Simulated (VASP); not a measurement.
A run of VASP 6.6.1 is set up as follows.

File INCAR:

```
SYSTEM = MgO
PREC = Accurate
ENCUT = 600
EDIFF = 1E-7
ISMEAR = 0
SIGMA = 0.02
LREAL = Auto
LASPH = .TRUE.
NELM = 80
ALGO = Normal
ISIF = 3
LWAVE = .FALSE.
LCHARG = .FALSE.
GGA = PS
IBRION = 2
NSW = 65
EDIFFG = -0.01
```

The input KPOINTS:

```
Automatic mesh
0
G
  12 12 2
  0 0 0
```

POSCAR

```
MgO
1.0
    2.9799354756      0.0000000000      0.0000000000
   -1.4899677378      2.5806998235      0.0000000000
    0.0000000000      0.0000000000     24.3310701323
Mg O
10 10
Direct
    0.0000000000      0.0000000000      0.0000000000
    0.3333333333      0.6666666667      0.1000000000
    0.0000000000      0.0000000000      0.2000000000
    0.3333333333      0.6666666667      0.3000000000
    0.6666666667      0.3333333333      0.4000000000
    0.3333333333      0.6666666667      0.5000000000
    0.0000000000      0.0000000000      0.6000000000
    0.3333333333      0.6666666667      0.7000000000
    0.0000000000      0.0000000000      0.8000000000
    0.6666666667      0.3333333333      0.9000000000
    0.6666666667      0.3333333333      0.0500000000
    0.6666666667      0.3333333333      0.1500000000
    0.6666666667      0.3333333333      0.2500000000
    0.0000000000      0.0000000000      0.3500000000
    0.0000000000      0.0000000000      0.4500000000
    0.6666666667      0.3333333333      0.5500000000
    0.6666666667      0.3333333333      0.6500000000
    0.6666666667      0.3333333333      0.7500000000
    0.3333333333      0.6666666667      0.8500000000
    0.3333333333      0.6666666667      0.9500000000
```

Potentials or basis: VASP PAW PBE potentials, release 64 (Mg, O).

Command:

```console
$ cat potpaw_PBE.64/Mg/POTCAR potpaw_PBE.64/O/POTCAR > POTCAR
$ mpirun -np 1 vasp_std > vasp.out
```

(1) Predict the relaxed volume.

(2) Predict the relaxed cell.

Answers

(1) 9.50 Å³/atom.

(2) a = 2.947 Å, b = 2.947 Å, c = 25.260 Å, α = 90.00°, β = 90.00°, γ = 120.00°.

Caveat: the PAW data sets were made with another functional, which shifts forces and pressure a little.
